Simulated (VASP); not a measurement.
# In2GaP3 (P4/mmm) in VASP: further runs

Runs on In2GaP3. Level: PBE. Tasks: single point.

Program: VASP 6.6.1. These are calculated values, not measurements. Logs are shortened: lines on timing, memory, paths and dates and some standing lists are left out, and cuts for length are marked.

## (1) The cell of the first run

The structure is tetragonal, space group P4/mmm (No. 123). The conventional cell has a = 3.899 Å, b = 3.899 Å, c = 9.068 Å, α = 90.00°, β = 90.00°, γ = 90.00°. Within 2.3 Å of In (site symmetry 4/mmm) lie 2 P at 1.75 Å. In (site symmetry 4/mmm) has 4 Ga at 2.76 Å within 3.6 Å. Within 3.6 Å of Ga (site symmetry 4/mmm) lie 4 In at 2.76 Å and 2 P at 2.78 Å. Within 2.3 Å of P (site symmetry 4mm) lie 1 In at 1.75 Å. P (site symmetry 4/mmm) has 4 In at 2.76 Å and 8 P at 3.27 Å within 3.6 Å.

## (2) Single point, PBE

INCAR

```
PREC = Accurate
ENCUT = 520
EDIFF = 1E-6
ISMEAR = 0
SIGMA = 0.1
LREAL = F
LASPH = T
NELM = 80
ALGO = Normal
ISIF = 2
LWAVE = F
LCHARG = F
GGA = PE
NBANDS = 36
```

KPOINTS

```
regular mesh
0
Gamma
  4 4 2
```

POSCAR

```
In2GaP3
1.0
    3.8987769500      0.0000000000      0.0000000000
    0.0000000000      3.8987769500      0.0000000000
    0.0000000000      0.0000000000      9.0680056700
In Ga P
2 1 3
Direct
    0.0000000000      0.0000000000      0.5000000000
    0.5000000000      0.5000000000      0.0000000000
    0.0000000000      0.0000000000      0.0000000000
    0.0000000000      0.0000000000      0.3070646200
    0.0000000000      0.0000000000      0.6929353800
    0.5000000000      0.5000000000      0.5000000000
```

Potentials or basis: VASP PAW PBE potentials, release 64 (In_d, Ga_d, P).

The run is started by

```
$ cat potpaw_PBE.64/In_d/POTCAR potpaw_PBE.64/Ga_d/POTCAR potpaw_PBE.64/P/POTCAR > POTCAR
$ mpirun -np 1 vasp_std > vasp.out
```

OUTCAR:

```text
PREC = Accurate
   ENCUT = 520
   EDIFF = 1E-6
   ISMEAR = 0
   LREAL = F
   LASPH = T
   NELM = 80
   ISIF = 2
   GGA = PE

 ion  position               nearest neighbor table
   1  0.000  0.000  0.500-   4 1.75   5 1.75   6 2.76   6 2.76   6 2.76   6 2.76
   2  0.500  0.500  0.000-   3 2.76   3 2.76   3 2.76   3 2.76
   3  0.000  0.000  0.000-   2 2.76   2 2.76   2 2.76   2 2.76   5 2.78   4 2.78
   4  0.000  0.000  0.307-   1 1.75   3 2.78
   5  0.000  0.000  0.693-   1 1.75   3 2.78
   6  0.500  0.500  0.500-   1 2.76   1 2.76   1 2.76   1 2.76

  LATTYP: Found a simple tetragonal cell.
 ALAT       =     3.8987769500
 C/A-ratio  =     2.3258590543

  Lattice vectors:

 A1 = (   3.8987769500,   0.0000000000,   0.0000000000)
 A2 = (   0.0000000000,   3.8987769500,   0.0000000000)
 A3 = (   0.0000000000,   0.0000000000,   9.0680056700)

Analysis of symmetry for initial positions (statically):
=====================================================================
 Subroutine PRICEL returns:
 Original cell was already a primitive cell.

 Routine SETGRP: Setting up the symmetry group for a
 simple tetragonal supercell.

 Subroutine GETGRP returns: Found 16 space group operations
 (whereof 16 operations were pure point group operations)
 out of a pool of 16 trial point group operations.

The static configuration has the point symmetry D_4h.

Analysis of symmetry for dynamics (positions and initial velocities):
=====================================================================
 Subroutine PRICEL returns:
 Original cell was already a primitive cell.

 Routine SETGRP: Setting up the symmetry group for a
 simple tetragonal supercell.

 Subroutine GETGRP returns: Found 16 space group operations
 (whereof 16 operations were pure point group operations)
 out of a pool of 16 trial point group operations.

The dynamic configuration has the point symmetry D_4h.

 Subroutine INISYM returns: Found 16 space group operations
 (whereof 16 operations are pure point group operations),
 and found     1 'primitive' translations

----------------------------------------------------------------------------------------

                                     Primitive cell

  volume of cell :     137.8379

  direct lattice vectors                    reciprocal lattice vectors
     3.898776950  0.000000000  0.000000000     0.256490693  0.000000000  0.000000000
     0.000000000  3.898776950  0.000000000     0.000000000  0.256490693  0.000000000
     0.000000000  0.000000000  9.068005670     0.000000000  0.000000000  0.110277831

  length of vectors
     3.898776950  3.898776950  9.068005670     0.256490693  0.256490693  0.110277831

  position of ions in fractional coordinates (direct lattice)
     0.000000000  0.000000000  0.500000000
     0.500000000  0.500000000  0.000000000
     0.000000000  0.000000000  0.000000000
     0.000000000  0.000000000  0.307064620
     0.000000000  0.000000000  0.692935380
     0.500000000  0.500000000  0.500000000

  ion indices of the primitive-cell ions
   primitive index   ion index
                 1           1
                 2           2
                 3           3
                 4           4
                 5           5
                 6           6

----------------------------------------------------------------------------------------

 KPOINTS: regular mesh

Automatic generation of k-mesh.
 Grid dimensions read from file:
 generate k-points for:    4    4    2

 Generating k-lattice:

  Cartesian coordinates                     Fractional coordinates (reciprocal lattice)
     0.064122673  0.000000000  0.000000000     0.250000000  0.000000000  0.000000000
     0.000000000  0.064122673  0.000000000     0.000000000  0.250000000  0.000000000
     0.000000000  0.000000000  0.055138916     0.000000000  0.000000000  0.500000000

  Length of vectors
     0.064122673  0.064122673  0.055138916

  Shift w.r.t. Gamma in fractional coordinates (k-lattice)
     0.000000000  0.000000000  0.000000000

 Subroutine IBZKPT returns following result:
 ===========================================

 Found     12 irreducible k-points:

 Following reciprocal coordinates:
            Coordinates               Weight
  0.000000  0.000000  0.000000      1.000000
  0.250000  0.000000  0.000000      4.000000
  0.500000  0.000000  0.000000      2.000000
  0.250000  0.250000  0.000000      4.000000
  0.500000  0.250000  0.000000      4.000000
  0.500000  0.500000  0.000000      1.000000
  0.000000  0.000000  0.500000      1.000000
  0.250000  0.000000  0.500000      4.000000
  0.500000  0.000000  0.500000      2.000000
  0.250000  0.250000  0.500000      4.000000
  0.500000  0.250000  0.500000      4.000000
  0.500000  0.500000  0.500000      1.000000
   k-points           NKPTS =     12   k-points in BZ     NKDIM =     12   number of bands    NBANDS=     36
   number of dos      NEDOS =    301   number of ions     NIONS =      6
   total plane-waves  NPLWV =  63000
   dimension x,y,z NGX =    30 NGY =   30 NGZ =   70
   dimension x,y,z NGXF=    60 NGYF=   60 NGZF=  140
   ions per type =               2   1   3
   NGX,Y,Z   is equivalent  to a cutoff of  12.79, 12.79, 12.83 a.u.
   NGXF,Y,Z  is equivalent  to a cutoff of  25.58, 25.58, 25.67 a.u.
 SYSTEM =  unknown system
   PREC   = accura    normal or accurate (medium, high low for compatibility)
   ISTART =      0    job   : 0-new  1-cont  2-samecut
   ICHARG =      2    charge: 1-file 2-atom 10-const
   ISPIN  =      1    spin polarized calculation?
   LNONCOLLINEAR =      F non collinear calculations
   LSORBIT =      F    spin-orbit coupling
   LASPH  =      T    aspherical Exc in radial PAW
   ENCUT  =  520.0 eV  38.22 Ry    6.18 a.u.   7.25  7.25 16.86*2*pi/ulx,y,z
   NELM   =     80;   NELMIN=  2; NELMDL= -5     # of ELM steps
   EDIFF  = 0.1E-05   stopping-criterion for ELM
   LREAL  =      F    real-space projection
   EDIFFG = 0.1E-04   stopping-criterion for IOM
   NSW    =      0    number of steps for IOM
   IBRION =     -1    ionic relax: 0-MD 1-quasi-New 2-CG
   NFREE  =      0    steps in history (QN), initial steepest desc. (CG)
   ISIF   =      2    stress and relaxation
   ISYM   =      2    0-nonsym 1-usesym 2-fastsym
   POTIM  = 0.5000    time-step for ionic-motion
   TEBEG  =    0.0;   TEEND  =   0.0 temperature during run
   PSTRESS=    0.0 pullay stress
   NELECT =      54.0000    total number of electrons
   NUPDOWN=      -1.0000    fix difference up-down
   EMIN   =  10.00;   EMAX   =-10.00  energy-range for DOS
   EFERMI =   0.00;   METHOD = LEGACY
   ISMEAR =     0;   SIGMA  =   0.10  broadening in eV -4-tet -1-fermi 0-gaus
   EFERMI_NEDOS =   21; number of points for ismear=-14 and -15
   IALGO  =     38    algorithm
   IMIX   =      4    mixing-type and parameters
     AMIX     =   0.40;   BMIX     =  1.00
     AMIX_MAG =   1.60;   BMIX_MAG =  1.00
  volume/ion in A,a.u.               =      22.97       155.03
  Fermi-wavevector in a.u.,A,eV,Ry     =   1.197889  2.263682 19.523516  1.434938
  Thomas-Fermi vector in A             =   2.333792
   LORBIT       =      0    0 simple, 1 ext, 2 COOP (PROOUT), +10 PAW based schemes
   GGA     = PE    functional components
   LHFCALC =     F    Hartree Fock is set to
   AEXX    =    0.0000 exact exchange contribution
   IVDW    =     0    specifies the selected vdW correction
   LEPSILON=     F    determine dielectric tensor
   LRPA    =     F    only Hartree local field effects (RPA)
 non-spin polarized calculation
 Gauss-broadening in eV      SIGMA  =   0.10
  energy-cutoff  :      520.00
  volume of cell :      137.84
 maximum number of plane-waves:      3730
 NGX is ok and might be reduce to    30
   NGX = 15   NGY = 15   NGZ = 33

 number of electron      53.9999981 magnetization

 Free energy of the ion-electron system (eV)
  ---------------------------------------------------
  ext. energy  EPLUGINS =         0.00000000
  ---------------------------------------------------
  free energy    TOTEN  =        -6.65022915 eV

  energy without entropy =       -6.62787197  energy(sigma->0) =       -6.63905056

 E-fermi :   5.6448     XC(G=0):  -9.6719

 val. band max:        5.6314446286   @ k =   0.2500   0.0000   0.5000
 cond. band min:       5.6715842492   @ k =   0.5000   0.0000   0.5000
 fundamental gap:      0.0401396205
 Fermi energy:         5.6448137820

 k-point     1 :       0.0000    0.0000    0.0000
  band No.  band energies     occupation
      1     -14.2769      2.00000
      2     -11.7745      2.00000
      3     -11.7745      2.00000
      4     -10.5571      2.00000
      5     -10.5309      2.00000
      6      -9.6289      2.00000
[... 28 lines left out ...]
     35      11.3012      0.00000
     36      11.4741      0.00000

 k-point     2 :       0.2500    0.0000    0.0000
  band No.  band energies     occupation
      1     -14.2726      2.00000
      2     -11.7944      2.00000
      3     -11.7723      2.00000
      4     -10.5590      2.00000
      5     -10.5272      2.00000
      6      -9.5031      2.00000
[... 28 lines left out ...]
     35      11.1088      0.00000
     36      11.5694      0.00000

 k-point     3 :       0.5000    0.0000    0.0000
  band No.  band energies     occupation
      1     -14.2682      2.00000
      2     -11.8140      2.00000
      3     -11.7702      2.00000
      4     -10.5868      2.00000
      5     -10.4983      2.00000
      6      -9.2335      2.00000
[... 28 lines left out ...]
     35      10.4506      0.00000
     36      10.9430      0.00000
[... 274 lines left out ...]
 k-point    11 :       0.5000    0.2500    0.5000
  band No.  band energies     occupation
      1     -14.2641      2.00000
      2     -11.8103      2.00000
      3     -11.7885      2.00000
      4     -10.6610      2.00000
      5     -10.4605      2.00000
      6      -9.3731      2.00000
[... 28 lines left out ...]
     35      11.2055      0.00000
     36      12.4830      0.00000

 k-point    12 :       0.5000    0.5000    0.5000
  band No.  band energies     occupation
      1     -14.2601      2.00000
      2     -11.8064      2.00000
      3     -11.8064      2.00000
      4     -10.7304      2.00000
      5     -10.4235      2.00000
      6      -9.4558      2.00000
[... 28 lines left out ...]
     35      11.1680      0.00000
     36      13.6538      0.00000

------------------------ aborting loop because EDIFF is reached ----------------------------------------

  FORCE on cell =-STRESS in cart. coord.  units (eV):
  Direction    XX          YY          ZZ          XY          YZ          ZX
  --------------------------------------------------------------------------------------
  -------------------------------------------------------------------------------------
  Total        3.1253506      3.1253506     98.8045030      0.0000000      0.0000000      0.0000000
  in kB       36.3279398     36.3279398   1148.4676264      0.0000000      0.0000000      0.0000000
  external PRESSURE =     407.0411687 kB  Pullay stress =       0.0000000 kB

 VOLUME and BASIS-vectors are now :
 -----------------------------------------------------------------------------
  energy-cutoff  :      520.00
  volume of cell :      137.84
      direct lattice vectors                 reciprocal lattice vectors
     3.898776950  0.000000000  0.000000000     0.256490693  0.000000000  0.000000000
     0.000000000  3.898776950  0.000000000     0.000000000  0.256490693  0.000000000
     0.000000000  0.000000000  9.068005670     0.000000000  0.000000000  0.110277831

 POSITION                                       TOTAL-FORCE (eV/Angst)
 -----------------------------------------------------------------------------------
      0.00000      0.00000      4.53400        -0.000000     -0.000000      0.000000
      1.94939      1.94939      0.00000        -0.000000     -0.000000      0.000000
      0.00000      0.00000      0.00000        -0.000000     -0.000000      0.000000
      0.00000      0.00000      2.78446         0.000000      0.000000    -29.193294
      0.00000      0.00000      6.28354        -0.000000      0.000000     29.193294
      1.94939      1.94939      4.53400        -0.000000     -0.000000      0.000000
 -----------------------------------------------------------------------------------
    total drift:                                0.000000      0.000000      0.000000

  FREE ENERGIE OF THE ION-ELECTRON SYSTEM (eV)
  ---------------------------------------------------
  free  energy   TOTEN  =        -6.6502291481 eV

  energy  without entropy=       -6.6278719720  energy(sigma->0) =       -6.63905056
```

It took 31 s on 1 thread of Intel Xeon 6975P-C (Granite Rapids), shared host; peak memory 0.25 GiB.

Results:

* Free energy: -6.6502 eV
* Pressure: 40.7 GPa
* Largest force: 29.193 eV/Å
* Band gap on the k mesh: zero (band 27 reaches 6.42 eV, above the bottom of band 28 at 3.84 eV)

Forces in eV/Å, atoms in the order of the input:
```
In    0.000   0.000   0.000
In    0.000   0.000   0.000
Ga    0.000   0.000   0.000
P     0.000   0.000 -29.193
P     0.000   0.000  29.193
P     0.000   0.000   0.000
```

Caveat: the k points lie up to 0.40 Å⁻¹ apart; spin-orbit coupling is left out, which moves the levels of the heavy elements; forces of over 1 eV/Å act on the atoms, so gaps and moduli don't describe the material at rest.

[end of part 1 of 2]
